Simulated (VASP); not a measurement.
Cd:

```
CELL_PARAMETERS angstrom
2.91858 0.00000 0.00000
-1.45929 2.52756 0.00000
0.00000 0.00000 5.50395
ATOMIC_POSITIONS crystal
Cd 0.33333 0.66667 0.25000
Cd 0.66667 0.33333 0.75000
```

Base run:

* Program: VASP 6.6.1
* Functional: PBE
* Potentials or basis: VASP PAW PBE potentials, release 64 (Cd)
* Cutoff: 400 eV
* k mesh: 16 × 16 × 7
* Occupations: fermi-dirac, width 0.05 eV
* Spin: no spin polarisation

Its results: band gap on the k mesh zero (bands 12 and 13 overlap by 4.02 eV); pressure 6.9 GPa.

Problem. The run is repeated on the same cell with these changes: cutoff from 400 eV to 500 eV; further incar settings from ALGO = Normal; EDIFF = 1e-08; NBANDS = 19 to ALGO = Normal; EDIFF = 1e-06; NBANDS = 19. What comes out?

Solution. Band gap on the k mesh zero (bands 12 and 13 overlap by 4.02 eV); pressure 7.9 GPa.

Caveats: the cell stands under pressure.
